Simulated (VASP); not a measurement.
Crystal: Ga4AsP3.

```xyz
8
Lattice="3.9260 0.0284 0.0467 0.0284 3.9792 -0.0306 0.1322 -0.0866 11.3061" Properties=species:S:1:pos:R:3 pbc="T T T"
Ga    2.1701    0.0667    9.7751
Ga    4.1574    1.9198    7.0829
Ga    2.0320   -0.2828    4.2583
Ga    0.1299    1.7149    1.4592
P     0.1027    0.1076    5.9470
P     2.0302    2.0099    2.6691
P     1.8302    2.1668    8.4730
As   -0.0229   -0.0489   11.2918
```

```yaml
Program: VASP 6.6.1
Task: relaxation of cell and atoms
Functional: PBE
Potentials_or_basis: VASP PAW PBE potentials, release 64 (Ga_d, P, As)
Cutoff: 600 eV
k_mesh: 4 × 4 × 2
Occupations: gaussian, width 0.1 eV
Spin: no spin polarisation
```

At the start: pressure 2.4 GPa; volume 22.07 Å³/atom.

Task: How do energy, volume and symmetry change on relaxing?

Result: Over 22 steps the energy falls by 324.0 meV/atom and the volume is 21.57 Å³/atom (-2.3 %); space group P1 (No. 1, to 0.1 Å) before, P-4m2 (No. 115, to 0.1 Å).

Step by step:
```csv
step,energy change (eV),largest force (eV/Å),pressure (GPa),volume (Å³)
1,0.0000,5.2217,2.39,176.58
2,-1.6898,1.6336,-3.22,184.77
3,-1.7104,1.6784,-3.10,183.74
4,-2.3261,0.6731,-0.36,174.11
5,-2.3635,0.8658,0.71,171.49
6,-2.4897,0.5836,-0.01,172.65
7,-2.4899,0.5876,-0.03,172.69
8,-2.5274,0.2674,-0.18,172.88
9,-2.5324,0.3076,-0.22,172.98
10,-2.5499,0.2459,0.11,172.19
11,-2.5577,0.2617,0.52,171.28
12,-2.5697,0.1741,0.05,172.39
13,-2.5721,0.1888,-0.23,173.08
14,-2.5792,0.1252,-0.13,172.85
15,-2.5815,0.1307,-0.04,172.65
16,-2.5859,0.0913,0.11,172.37
17,-2.5882,0.0924,0.23,172.09
18,-2.5867,0.1872,0.44,171.53
19,-2.5886,0.1196,0.27,171.92
20,-2.5911,0.0622,-0.02,172.60
21,-2.5913,0.0617,-0.14,172.84
22,-2.5919,0.0165,0.02,172.55
```

Final structure:
```
CELL_PARAMETERS angstrom
3.95450 0.00147 -0.00181
0.00041 3.95393 -0.00163
0.00250 -0.00068 11.03574
ATOMIC_POSITIONS crystal
Ga 0.49947 0.00056 0.86784
Ga 0.99988 0.50148 0.62257
Ga 0.50034 0.99999 0.37749
Ga 0.00010 0.49850 0.13208
P 0.00047 0.00093 0.50011
P 0.50026 0.49968 0.25479
P 0.49984 0.50034 0.74517
As 0.99964 0.99854 0.99995
```
